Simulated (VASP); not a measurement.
# Rb2Nb (P6/mmm) in VASP: a series of runs

Rb2Nb is run at these levels: PBE; tasks: single point.

Program: VASP 6.6.1. These are calculated values, not measurements. Logs are shortened: lines on timing, memory, paths and dates and some standing lists are left out, and cuts for length are marked.

## 1. The cell of the first run

Symmetry: P6/mmm, No. 191, hexagonal system. Conventional cell: a = 6.787 Å, b = 6.787 Å, c = 2.988 Å, α = 90.00°, β = 90.00°, γ = 120.00°. Within 4.0 Å of Rb (site symmetry -6m2) lie 5 Rb at 2.99 to 3.92 Å. Nb (site symmetry 6/mmm) has 2 Nb at 2.99 Å within 3.9 Å.

## 2. Single point, PBE

INCAR

```
PREC = Accurate
ENCUT = 520
EDIFF = 1E-6
ISMEAR = 0
SIGMA = 0.1
LREAL = False
LASPH = True
NELM = 80
ALGO = Normal
ISIF = 2
LWAVE = False
LCHARG = False
GGA = PE
NBANDS = 22
```

KPOINTS

```
Automatic mesh
0
Gamma
  3 3 6
```

POSCAR

```
Rb2Nb
1.0
    6.7868922138      0.0000000000      0.0000000000
   -3.3934461069      5.8776210699      0.0000000000
    0.0000000000      0.0000000000      2.9881024445
Rb Nb
2 1
Direct
    0.3333333333      0.6666666667      0.5000000000
    0.6666666667      0.3333333333      0.5000000000
    0.0000000000      0.0000000000      0.0000000000
```

Potentials or basis: VASP PAW PBE potentials, release 64 (Rb_sv, Nb_sv).

On the command line:

```
cat potpaw_PBE.64/Rb_sv/POTCAR potpaw_PBE.64/Nb_sv/POTCAR > POTCAR
mpirun -np 1 vasp_std > vasp.out
```

OUTCAR:

```text
PREC = Accurate
   ENCUT = 520
   EDIFF = 1E-6
   ISMEAR = 0
   LREAL = False
   LASPH = True
   NELM = 80
   ISIF = 2
   GGA = PE

 ion  position               nearest neighbor table
   1  0.333  0.667  0.500-   2 3.92   2 3.92   2 3.92   3 4.19   3 4.19   3 4.19   3 4.19   3 4.19
                             3 4.19   2 4.93   2 4.93   2 4.93   2 4.93   2 4.93   2 4.93
   2  0.667  0.333  0.500-   1 3.92   1 3.92   1 3.92   3 4.19   3 4.19   3 4.19   3 4.19   3 4.19
                             3 4.19   1 4.93   1 4.93   1 4.93   1 4.93   1 4.93   1 4.93
   3  0.000  0.000  0.000-   1 4.19   2 4.19   1 4.19   2 4.19   2 4.19   2 4.19   1 4.19   1 4.19
                             2 4.19   2 4.19   1 4.19   1 4.19

  LATTYP: Found a hexagonal cell.
 ALAT       =     6.7868922138
 C/A-ratio  =     0.4402755120

  Lattice vectors:

 A1 = (   6.7868922138,   0.0000000000,   0.0000000000)
 A2 = (  -3.3934461069,   5.8776210699,   0.0000000000)
 A3 = (   0.0000000000,   0.0000000000,   2.9881024445)

Analysis of symmetry for initial positions (statically):
=====================================================================
 Subroutine PRICEL returns:
 Original cell was already a primitive cell.

 Routine SETGRP: Setting up the symmetry group for a
 hexagonal supercell.

 Subroutine GETGRP returns: Found 24 space group operations
 (whereof 24 operations were pure point group operations)
 out of a pool of 24 trial point group operations.

The static configuration has the point symmetry D_6h.

Analysis of symmetry for dynamics (positions and initial velocities):
=====================================================================
 Subroutine PRICEL returns:
 Original cell was already a primitive cell.

 Routine SETGRP: Setting up the symmetry group for a
 hexagonal supercell.

 Subroutine GETGRP returns: Found 24 space group operations
 (whereof 24 operations were pure point group operations)
 out of a pool of 24 trial point group operations.

The dynamic configuration has the point symmetry D_6h.

 Subroutine INISYM returns: Found 24 space group operations
 (whereof 24 operations are pure point group operations),
 and found     1 'primitive' translations

----------------------------------------------------------------------------------------

                                     Primitive cell

  volume of cell :     119.1977

  direct lattice vectors                    reciprocal lattice vectors
     6.786892214  0.000000000  0.000000000     0.147342844  0.085068431  0.000000000
    -3.393446107  5.877621070  0.000000000     0.000000000  0.170136861  0.000000000
     0.000000000  0.000000000  2.988102444     0.000000000  0.000000000  0.334660547

  length of vectors
     6.786892214  6.786892214  2.988102444     0.170136861  0.170136861  0.334660547

  position of ions in fractional coordinates (direct lattice)
     0.333333333  0.666666667  0.500000000
     0.666666667  0.333333333  0.500000000
     0.000000000  0.000000000  0.000000000

  ion indices of the primitive-cell ions
   primitive index   ion index
                 1           1
                 2           2
                 3           3

----------------------------------------------------------------------------------------

 KPOINTS: Automatic mesh

Automatic generation of k-mesh.
 Grid dimensions read from file:
 generate k-points for:    3    3    6

 Generating k-lattice:

  Cartesian coordinates                     Fractional coordinates (reciprocal lattice)
     0.049114281  0.028356144  0.000000000     0.333333333 -0.000000000  0.000000000
     0.000000000  0.056712287  0.000000000     0.000000000  0.333333333  0.000000000
     0.000000000  0.000000000  0.055776758     0.000000000  0.000000000  0.166666667

  Length of vectors
     0.056712287  0.056712287  0.055776758

  Shift w.r.t. Gamma in fractional coordinates (k-lattice)
     0.000000000  0.000000000  0.000000000

 Subroutine IBZKPT returns following result:
 ===========================================

 Found     12 irreducible k-points:

 Following reciprocal coordinates:
            Coordinates               Weight
  0.000000  0.000000  0.000000      1.000000
  0.333333  0.000000  0.000000      6.000000
  0.333333  0.333333  0.000000      2.000000
  0.000000  0.000000  0.166667      2.000000
  0.333333  0.000000  0.166667     12.000000
  0.333333  0.333333  0.166667      4.000000
  0.000000  0.000000  0.333333      2.000000
  0.333333  0.000000  0.333333     12.000000
  0.333333  0.333333  0.333333      4.000000
  0.000000  0.000000  0.500000      1.000000
  0.333333  0.000000  0.500000      6.000000
  0.333333  0.333333  0.500000      2.000000
   k-points           NKPTS =     12   k-points in BZ     NKDIM =     12   number of bands    NBANDS=     22
   number of dos      NEDOS =    301   number of ions     NIONS =      3
   total plane-waves  NPLWV =  60000
   dimension x,y,z NGX =    50 NGY =   50 NGZ =   24
   dimension x,y,z NGXF=   100 NGYF=  100 NGZF=   48
   ions per type =               2   1
   NGX,Y,Z   is equivalent  to a cutoff of  12.25, 12.25, 13.35 a.u.
   NGXF,Y,Z  is equivalent  to a cutoff of  24.50, 24.50, 26.71 a.u.
 SYSTEM =  unknown system
   PREC   = accura    normal or accurate (medium, high low for compatibility)
   ISTART =      0    job   : 0-new  1-cont  2-samecut
   ICHARG =      2    charge: 1-file 2-atom 10-const
   ISPIN  =      1    spin polarized calculation?
   LNONCOLLINEAR =      F non collinear calculations
   LSORBIT =      F    spin-orbit coupling
   LASPH  =      T    aspherical Exc in radial PAW
   ENCUT  =  520.0 eV  38.22 Ry    6.18 a.u.  12.62 12.62  5.56*2*pi/ulx,y,z
   NELM   =     80;   NELMIN=  2; NELMDL= -5     # of ELM steps
   EDIFF  = 0.1E-05   stopping-criterion for ELM
   LREAL  =      F    real-space projection
   EDIFFG = 0.1E-04   stopping-criterion for IOM
   NSW    =      0    number of steps for IOM
   IBRION =     -1    ionic relax: 0-MD 1-quasi-New 2-CG
   NFREE  =      0    steps in history (QN), initial steepest desc. (CG)
   ISIF   =      2    stress and relaxation
   ISYM   =      2    0-nonsym 1-usesym 2-fastsym
   POTIM  = 0.5000    time-step for ionic-motion
   TEBEG  =    0.0;   TEEND  =   0.0 temperature during run
   PSTRESS=    0.0 pullay stress
   NELECT =      31.0000    total number of electrons
   NUPDOWN=      -1.0000    fix difference up-down
   EMIN   =  10.00;   EMAX   =-10.00  energy-range for DOS
   EFERMI =   0.00;   METHOD = LEGACY
   ISMEAR =     0;   SIGMA  =   0.10  broadening in eV -4-tet -1-fermi 0-gaus
   EFERMI_NEDOS =   21; number of points for ismear=-14 and -15
   IALGO  =     38    algorithm
   IMIX   =      4    mixing-type and parameters
     AMIX     =   0.40;   BMIX     =  1.00
     AMIX_MAG =   1.60;   BMIX_MAG =  1.00
  volume/ion in A,a.u.               =      39.73       268.13
  Fermi-wavevector in a.u.,A,eV,Ry     =   1.044975  1.974717 14.857202  1.091974
  Thomas-Fermi vector in A             =   2.179751
   LORBIT       =      0    0 simple, 1 ext, 2 COOP (PROOUT), +10 PAW based schemes
   GGA     = PE    functional components
   LHFCALC =     F    Hartree Fock is set to
   AEXX    =    0.0000 exact exchange contribution
   IVDW    =     0    specifies the selected vdW correction
   LEPSILON=     F    determine dielectric tensor
   LRPA    =     F    only Hartree local field effects (RPA)
 non-spin polarized calculation
 Gauss-broadening in eV      SIGMA  =   0.10
  energy-cutoff  :      520.00
  volume of cell :      119.20
 maximum number of plane-waves:      3251
 NGX is ok and might be reduce to    50
   NGX = 25   NGY = 25   NGZ = 11

 number of electron      31.0000002 magnetization

 Free energy of the ion-electron system (eV)
  ---------------------------------------------------
  ext. energy  EPLUGINS =         0.00000000
  ---------------------------------------------------
  free energy    TOTEN  =        -7.29154690 eV

  energy without entropy =       -7.25965883  energy(sigma->0) =       -7.27560287

 E-fermi :   2.5839     XC(G=0):  -8.1576

 val. band max:        2.5240358959   @ k =   0.3333   0.0000   0.1667
 cond. band min:       2.5861294619   @ k =   0.0000   0.0000   0.1667
 fundamental gap:      0.0620935660
 Fermi energy:         2.5838946227

 k-point     1 :       0.0000    0.0000    0.0000
  band No.  band energies     occupation
      1     -52.4581      2.00000
      2     -28.6351      2.00000
      3     -28.6351      2.00000
      4     -27.8171      2.00000
      5     -26.2251      2.00000
      6     -26.1718      2.00000
[... 14 lines left out ...]
     21       5.1936      0.00000
     22       5.5368      0.00000

 k-point     2 :       0.3333    0.0000    0.0000
  band No.  band energies     occupation
      1     -52.4581      2.00000
      2     -28.6352      2.00000
      3     -28.6351      2.00000
      4     -27.8171      2.00000
      5     -26.2138      2.00000
      6     -26.1831      2.00000
[... 14 lines left out ...]
     21       5.1573      0.00000
     22       5.1956      0.00000

 k-point     3 :       0.3333    0.3333    0.0000
  band No.  band energies     occupation
      1     -52.4581      2.00000
      2     -28.6351      2.00000
      3     -28.6351      2.00000
      4     -27.8171      2.00000
      5     -26.1984      2.00000
      6     -26.1984      2.00000
[... 14 lines left out ...]
     21       5.1556      0.00000
     22       5.6332      0.00000

 k-point     4 :       0.0000    0.0000    0.1667
  band No.  band energies     occupation
      1     -52.4437      2.00000
      2     -28.6198      2.00000
      3     -28.6198      2.00000
      4     -27.9663      2.00000
      5     -26.1066      2.00000
      6     -26.0550      2.00000
[... 14 lines left out ...]
     21       5.7369      0.00000
     22       5.7373      0.00000

 k-point     5 :       0.3333    0.0000    0.1667
  band No.  band energies     occupation
      1     -52.4437      2.00000
      2     -28.6198      2.00000
      3     -28.6198      2.00000
      4     -27.9663      2.00000
      5     -26.0957      2.00000
      6     -26.0660      2.00000
[... 14 lines left out ...]
     21       5.3938      0.00000
     22       5.4961      0.00000

 k-point     6 :       0.3333    0.3333    0.1667
  band No.  band energies     occupation
      1     -52.4437      2.00000
      2     -28.6198      2.00000
      3     -28.6198      2.00000
      4     -27.9663      2.00000
      5     -26.0808      2.00000
      6     -26.0808      2.00000
[... 14 lines left out ...]
     21       5.1224      0.00000
     22       6.5987      0.00000

 k-point     7 :       0.0000    0.0000    0.3333
  band No.  band energies     occupation
      1     -52.4147      2.00000
      2     -28.5890      2.00000
      3     -28.5890      2.00000
      4     -28.2559      2.00000
      5     -25.8549      2.00000
      6     -25.8073      2.00000
[... 14 lines left out ...]
     21       5.3709      0.00000
     22       5.3709      0.00000

 k-point     8 :       0.3333    0.0000    0.3333
  band No.  band energies     occupation
      1     -52.4147      2.00000
      2     -28.5890      2.00000
      3     -28.5890      2.00000
      4     -28.2558      2.00000
      5     -25.8449      2.00000
      6     -25.8174      2.00000
[... 14 lines left out ...]
     21       5.8070      0.00000
     22       6.3982      0.00000

 k-point     9 :       0.3333    0.3333    0.3333
  band No.  band energies     occupation
      1     -52.4147      2.00000
      2     -28.5890      2.00000
      3     -28.5890      2.00000
      4     -28.2558      2.00000
      5     -25.8312      2.00000
      6     -25.8312      2.00000
[... 14 lines left out ...]
     21       5.2914      0.00000
     22       6.8486      0.00000

 k-point    10 :       0.0000    0.0000    0.5000
  band No.  band energies     occupation
      1     -52.4001      2.00000
      2     -28.5735      2.00000
      3     -28.5735      2.00000
      4     -28.3965      2.00000
      5     -25.7207      2.00000
      6     -25.6753      2.00000
[... 14 lines left out ...]
     21       5.1943      0.00000
     22       5.1943      0.00000

 k-point    11 :       0.3333    0.0000    0.5000
  band No.  band energies     occupation
      1     -52.4001      2.00000
      2     -28.5735      2.00000
      3     -28.5735      2.00000
      4     -28.3965      2.00000
      5     -25.7112      2.00000
      6     -25.6850      2.00000
[... 14 lines left out ...]
     21       6.3147      0.00000
     22       6.4233      0.00000

 k-point    12 :       0.3333    0.3333    0.5000
  band No.  band energies     occupation
      1     -52.4001      2.00000
      2     -28.5735      2.00000
      3     -28.5735      2.00000
      4     -28.3964      2.00000
      5     -25.6981      2.00000
      6     -25.6981      2.00000
[... 14 lines left out ...]
     21       5.5085      0.00000
     22       6.5912      0.00000

------------------------ aborting loop because EDIFF is reached ----------------------------------------

  FORCE on cell =-STRESS in cart. coord.  units (eV):
  Direction    XX          YY          ZZ          XY          YZ          ZX
  --------------------------------------------------------------------------------------
  -------------------------------------------------------------------------------------
  Total       -0.0055197     -0.0055197      0.2112065      0.0000000     -0.0000000      0.0000000
  in kB       -0.0741928     -0.0741928      2.8388980      0.0000000     -0.0000000      0.0000000
  external PRESSURE =       0.8968375 kB  Pullay stress =       0.0000000 kB

 VOLUME and BASIS-vectors are now :
 -----------------------------------------------------------------------------
  energy-cutoff  :      520.00
  volume of cell :      119.20
      direct lattice vectors                 reciprocal lattice vectors
     6.786892214  0.000000000  0.000000000     0.147342844  0.085068431  0.000000000
    -3.393446107  5.877621070  0.000000000     0.000000000  0.170136861  0.000000000
     0.000000000  0.000000000  2.988102444     0.000000000  0.000000000  0.334660547

 POSITION                                       TOTAL-FORCE (eV/Angst)
 -----------------------------------------------------------------------------------
     -0.00000      3.91841      1.49405        -0.000000      0.000000      0.000000
      3.39345      1.95921      1.49405         0.000000      0.000000      0.000000
      0.00000      0.00000      0.00000         0.000000      0.000000      0.000000
 -----------------------------------------------------------------------------------
    total drift:                                0.000000     -0.000000      0.000000

  FREE ENERGIE OF THE ION-ELECTRON SYSTEM (eV)
  ---------------------------------------------------
  free  energy   TOTEN  =        -7.2915469043 eV

  energy  without entropy=       -7.2596588322  energy(sigma->0) =       -7.27560287
```

It took 21 s on 1 thread of Intel Xeon 6975P-C (Granite Rapids), shared host; peak memory 0.24 GiB.

What came out:

```yaml
Free_energy: -7.2915 eV
Pressure: 0.1 GPa
Band_gap_on_the_k_mesh: zero (an odd number of electrons rules out a gap without spin polarisation)
```

Stress tensor (GPa, compression positive):
```
-0.01  0.00  0.00
 0.00 -0.01  0.00
 0.00  0.00  0.28
```

Levels at points of the mesh, in eV from the Fermi level:
```
           k point  band 11  band 12  band 13  band 14  band 15  band 16  band 17  band 18  band 19  band 20
(0.00, 0.00, 0.00)   -11.34   -11.30    -3.18    -1.13    -0.13    -0.13     0.61     0.61     2.57     2.57
(0.00, 0.00, 0.50)   -12.14   -12.14    -0.75    -0.75     0.20     0.20     0.50     1.27     2.43     2.43
```

## 3. Single point, PBE

This run uses another cell than the first one, of 30.61 Å³/atom.

INCAR

```
SYSTEM = Rb2Nb
PREC     = Accurate       ! precision mode
ENCUT    = 520            ! plane-wave cutoff, eV
EDIFF    = 1E-6           ! SCF threshold, eV
ISMEAR   = 0              ! smearing method
SIGMA    = 0.1            ! smearing width, eV
LREAL    = .False.        ! projectors in reciprocal space
LASPH    = .True.         ! aspherical terms in the spheres
NELM     = 80             ! most SCF steps
ALGO     = Normal         ! electronic algorithm
ISIF     = 2              ! what is computed and relaxed
LWAVE    = .False.        ! write WAVECAR
LCHARG   = .False.        ! write CHGCAR
GGA      = PE             ! functional
NBANDS   = 22             ! bands
```

KPOINTS

```
Automatic mesh
0
Gamma
  6 6 4
  0 0 0
```

POSCAR

```
Rb2Nb
1.0
    4.6138122284      0.0000000000      0.0000000000
   -2.3069061142      3.9956785981      0.0000000000
    0.0000000000      0.0000000000      4.9816909443
Rb Nb
2 1
Direct
    0.3333333333      0.6666666667      0.5000000000
    0.6666666667      0.3333333333      0.5000000000
    0.0000000000      0.0000000000      0.0000000000
```

Potentials or basis: VASP PAW PBE potentials, release 64 (Rb_sv, Nb_sv).

On the command line:

```
cat potpaw_PBE.64/Rb_sv/POTCAR potpaw_PBE.64/Nb_sv/POTCAR > POTCAR
mpirun -np 1 vasp_std > vasp.out
```

It took 22 s on 1 thread of Intel Xeon 6975P-C (Granite Rapids), shared host; peak memory 0.23 GiB.

The run converged. Its results:

```yaml
Free_energy: -3.3699 eV
Pressure: 11.9 GPa
Band_gap_on_the_k_mesh: zero (an odd number of electrons rules out a gap without spin polarisation)
```

Stress tensor (GPa, compression positive):
```
17.30  0.00  0.00
 0.00 17.30  0.00
 0.00  0.00  1.06
```

Levels at points of the mesh, in eV from the Fermi level:
```csv
k point,band 13,band 14,band 15,band 16,band 17,band 18,band 19,band 20
"(0.00, 0.00, 0.00)",-3.21,-1.12,0.17,0.17,0.20,0.20,3.93,3.93
"(0.50, 0.00, 0.00)",-1.48,-0.90,-0.30,-0.16,0.21,0.89,1.12,2.20
"(0.00, 0.00, 0.50)",-1.46,-0.39,-0.31,-0.31,0.26,0.26,0.56,3.94
"(0.50, 0.00, 0.50)",-1.03,-0.34,0.12,0.13,0.45,0.83,1.05,1.33
```

Caveat: the cell stands under pressure.

## 4. Single point, PBE

This run uses another cell than the first one, of 39.53 Å³/atom.

INCAR

```
SYSTEM = Rb2Nb
ALGO = Normal
EDIFF = 1E-6
ENCUT = 520
GGA = PE
ISIF = 2
ISMEAR = 0
LASPH = .TRUE.
LCHARG = .FALSE.
LREAL = .FALSE.
LWAVE = .FALSE.
NBANDS = 22
NELM = 60
PREC = Accurate
SIGMA = 0.1
```

KPOINTS

```
k-points
0
G
  6 6 4
  0 0 0
```

POSCAR

```
Rb2Nb
1.0
    6.6990999279      0.0000000000      0.0000000000
   -3.3495499640      5.8015907201      0.0000000000
    0.0000000000      0.0000000000      3.0512705877
Rb Nb
2 1
Direct
    0.3333333333      0.6666666667      0.5000000000
    0.6666666667      0.3333333333      0.5000000000
    0.0000000000      0.0000000000      0.0000000000
```

On the command line:

```
cat potpaw_PBE.64/Rb_sv/POTCAR potpaw_PBE.64/Nb_sv/POTCAR > POTCAR
mpirun -np 1 vasp_std > vasp.out
```

Run time: 27 s. Hardware: 1 thread of Intel Xeon 6975P-C (Granite Rapids), shared host; peak memory 0.25 GiB.

It converged, with:

* Free energy: -7.0685 eV
* Pressure: 0.1 GPa
* Band gap on the k mesh: zero (an odd number of electrons rules out a gap without spin polarisation)

Stress tensor (GPa, compression positive):
```
0.08 0.00 0.00
0.00 0.08 0.00
0.00 0.00 0.22
```

Levels at points of the mesh, in eV from the Fermi level:
```
           k point  band 11  band 12  band 13  band 14  band 15  band 16  band 17  band 18  band 19  band 20
(0.00, 0.00, 0.00)   -11.41   -11.36    -3.24    -1.28    -0.13    -0.13     0.68     0.68     2.17     2.17
(0.50, 0.00, 0.00)   -11.39   -11.38    -2.61    -0.90    -0.86    -0.62    -0.15     1.05     2.17     2.18
(0.00, 0.00, 0.50)   -12.06   -12.06    -0.87    -0.87     0.11     0.11     0.33     1.07     2.52     2.52
(0.50, 0.00, 0.50)   -12.13   -12.03    -0.95    -0.82    -0.21     0.58     0.66     0.99     1.98     2.08
```

Caveat: the k points lie up to 0.51 Å⁻¹ apart, too coarse for converged energies and pressures of a metal.

## 5. The runs side by side

```tsv
cell	k mesh	gap on the mesh (eV)	pressure (GPa)
a = 6.787, b = 6.787, c = 2.988 Å, angles 90.0, 90.0, 120.0°, 3 atoms	3 × 3 × 6	none	0.1
a = 4.614, b = 4.614, c = 4.982 Å, angles 90.0, 90.0, 120.0°, 3 atoms	6 × 6 × 4	none	11.9
a = 6.699, b = 6.699, c = 3.051 Å, angles 90.0, 90.0, 120.0°, 3 atoms	6 × 6 × 4	none	0.1
```

Alike in all rows: task single point; level PBE; potentials or basis VASP PAW PBE potentials, release 64 (Rb_sv, Nb_sv); no spin polarisation; cutoff (eV) 520; smearing gaussian 0.1 eV.

Caveats: some runs use coarse meshes; the cell stands under pressure (at least some runs).

Absolute energies hang on the potentials; compare differences alone.
